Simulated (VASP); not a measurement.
Write the native input for VASP 6.6.1 that does the following.

```
Task                   : single point
Functional             : PBE
Potentials or basis    : VASP PAW PBE potentials, release 64 (Tl_d, Pb_d)
Cutoff                 : 520 eV
k mesh                 : 8 × 8 × 8
Occupations            : gaussian, width 0.1 eV
Spin                   : no spin polarisation
Dipole correction      : no
Further INCAR settings : ALGO = Fast; EDIFF = 1e-06; NBANDS = 50
```

The structure of TlPb2 lies in POSCAR:

```
TlPb2
1.0
    0.0000000000      4.4896087994      4.4896087994
    4.4896087994      0.0000000000      4.4896087994
    4.4896087994      4.4896087994      0.0000000000
Tl Pb
2 4
Direct
    0.0000000000      0.0000000000      0.0000000000
    0.2500000000      0.2500000000      0.2500000000
    0.6250000000      0.6250000000      0.6250000000
    0.1250000000      0.6250000000      0.6250000000
    0.6250000000      0.1250000000      0.6250000000
    0.6250000000      0.6250000000      0.1250000000
```

One way to write it, as run:

INCAR

```
SYSTEM = TlPb2
PREC = Accurate
ENCUT = 520
EDIFF = 1E-6
ISMEAR = 0
SIGMA = 0.1
LREAL = .FALSE.
LASPH = .TRUE.
NELM = 80
ALGO = Fast
ISIF = 2
LWAVE = .FALSE.
LCHARG = .FALSE.
GGA = PE
NBANDS = 50
```

KPOINTS

```
Automatic mesh
0
G
  8 8 8
  0 0 0
```

Potentials or basis: VASP PAW PBE potentials, release 64 (Tl_d, Pb_d).

Command:

```bash
$ cat potpaw_PBE.64/Tl_d/POTCAR potpaw_PBE.64/Pb_d/POTCAR > POTCAR
$ mpirun -np 1 vasp_std > vasp.out
```

It gave:

- Pressure: 5.2 GPa
- Band gap on the k mesh: zero (bands 41 and 42 overlap by 2.35 eV)

Caveat: the cell stands under pressure; spin-orbit coupling is left out, which moves the levels of the heavy elements.

Run time: 2.4 min on 1 thread of Intel(R) Xeon(R) 6975P-C (Granite Rapids) (shared host), peak memory 0.43 GiB.
